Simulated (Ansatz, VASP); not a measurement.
Hf: VASP beside Ansatz

File INCAR:

```
PREC = Accurate
ENCUT = 520
EDIFF = 1E-6
ISMEAR = 0
SIGMA = 0.15
LREAL = False
LASPH = True
NELM = 60
ALGO = Fast
ISIF = 2
LWAVE = False
LCHARG = True
LELF = True
LVHAR = True
NBANDS = 11
```

KPOINTS

```
Automatic mesh
0
Gamma
  20 20 20
```

The input POSCAR:

```
Hf
1.0
    0.0000000000      2.4793605917      1.6852213942
    2.4793605917      0.0000000000      1.6852213942
    2.4793605917      2.4793605917      0.0000000000
Hf
1
Direct
    0.0000000000      0.0000000000      0.0000000000
```

Input for Ansatz:

```yaml
crystal:
  lattice:
    - [0.0, 2.4793605917, 1.6852213942]
    - [2.4793605917, 0.0, 1.6852213942]
    - [2.4793605917, 2.4793605917, 0.0]
  atoms:
    - { symbol: Hf, position: [0.0, 0.0, 0.0] }
basis:
  ecutwfc: 420
kpoints:
  mp_grid: { grid: [20, 20, 20] }
hamiltonian:
  xc: lda
scf:
  occupations: { method: gaussian, width: 0.15 }
output:
  forces: true
  stress: true
  eigenvalues: true
  write_density: true
  write_potential: true
  elf: true
  volumetric_format: npy
```

Alike in both runs: task single point; functional LDA; k mesh 20 × 20 × 20; occupations gaussian, width 0.15 eV; no spin polarisation.

|  | VASP | Ansatz |
| --- | --- | --- |
| version | VASP 6.6.1 | Ansatz 0.2.0 |
| potentials or method | VASP PAW LDA potentials, release 64 (Hf_pv), cutoff 520 eV | scalar-relativistic, plane waves, PAW |
| valence electrons in the cell | 10 | 26 |

Ansatz gave:

- gap on the k mesh at the Fermi level (eV): none
- pressure (GPa): -1.6
- traceless stress, the component that is largest in VASP (GPa): -1.06

What did VASP give for the same quantities?

gap on the k mesh at the Fermi level (eV): none; pressure (GPa): -1.5; traceless stress, the component that is largest in VASP (GPa): -1.09.

LDA's correlation is that of Perdew and Zunger in VASP and of Perdew and Wang (1992) in Ansatz. A gap of «none» marks a metal or a gap that the smearing closes. VASP's potentials hold 10 valence electrons a cell and Ansatz's 26, so a difference there can come from the potentials and not from the codes.

Spin-orbit coupling is off throughout.
